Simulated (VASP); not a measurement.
Here is a VASP 6.6.1 calculation.

The input INCAR:

```
SYSTEM = Hg
  PREC = Accurate
  ENCUT = 520
  EDIFF = 1E-6
  ISMEAR = 0
  SIGMA = 0.005
  LREAL = .False.
  LASPH = .True.
  NELM = 80
  ALGO = Normal
  ISIF = 2
  LWAVE = .False.
  LCHARG = .False.
  GGA = PE
  NBANDS = 12
```

File KPOINTS:

```
regular mesh
0
Gamma
  7 7 7
  0 0 0
```

Contents of POSCAR:

```
Hg
1.0
   -1.9129580000      1.8560820000      1.9214850000
    1.8750080000     -1.8958070000      1.9232230000
    1.8916120000      1.8744610000     -1.9603790000
Hg
1
Direct
    0.4987490000      0.4934840000     -0.0048490000
```

Potentials or basis: VASP PAW PBE potentials, release 64 (Hg).

Run with:

```console
$ cat potpaw_PBE.64/Hg/POTCAR > POTCAR
$ mpirun -np 1 vasp_std > vasp.out
```

**Question.** Estimate the band gap on the k mesh.

**Answer.** Zero (bands 6 and 7 overlap by 1.15 eV).

**Question.** Predict the pressure.

**Answer.** 0.8 GPa.

Stress tensor (GPa, compression positive):
```
 0.93 -0.25  0.13
-0.25  0.83 -0.15
 0.13 -0.15  0.55
```

Caveat: spin-orbit coupling is left out, which moves the levels of the heavy elements.
